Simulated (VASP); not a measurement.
A run of VASP 6.6.1:

The input POSCAR:

```
Pt
1.0
    2.6033874488      0.0000000000      0.0000000000
    0.0000000000      2.6033874488      0.0000000000
    0.0000000000      0.0000000000      2.6033874488
Pt
1
Direct
    0.0000000000      0.0000000000      0.0000000000
```

Contents of INCAR.step1:

```
SYSTEM = Pt
PREC = Accurate
ENCUT = 520
ISMEAR = -1
SIGMA = 0.05
LREAL = .FALSE.
LASPH = .TRUE.
NELM = 150
ISPIN = 2
MAGMOM = 1
LMAXMIX = 4
NBANDS = 15
GGA = PE
ALGO = Normal
EDIFF = 1E-4
LWAVE = .TRUE.
LCHARG = .FALSE.
```

INCAR.step2

```
SYSTEM = Pt
PREC = Accurate
ENCUT = 520
EDIFF = 1E-6
ISMEAR = -1
SIGMA = 0.05
LREAL = .FALSE.
LASPH = .TRUE.
NELM = 150
ALGO = Normal
ISIF = 2
LWAVE = .FALSE.
LCHARG = .FALSE.
ISPIN = 2
MAGMOM = 1
LORBIT = 11
LMAXMIX = 4
METAGGA = R2SCAN
LMIXTAU = .TRUE.
NBANDS = 15
ISTART = 1
```

The input KPOINTS:

```
regular mesh
0
G
  12 12 12
  0 0 0
```

Potentials or basis: VASP PAW PBE potentials, release 64 (Pt).

Command:

```bash
$ cat potpaw_PBE.64/Pt/POTCAR > POTCAR
$ cp INCAR.step1 INCAR
$ mpirun -np 1 vasp_std > vasp.out
$ cp INCAR.step2 INCAR
$ mpirun -np 1 vasp_std > vasp.out
```

Hardware: 1 thread of Intel(R) Xeon(R) Platinum 8488C (Sapphire Rapids), with other jobs on the host.

**Question.** How long does it take, and how much memory?

**Answer.** Wall time 120 s on 1 thread of Intel(R) Xeon(R) Platinum 8488C (Sapphire Rapids) (shared host), peak memory 0.16 GiB. Counts: k points 84.
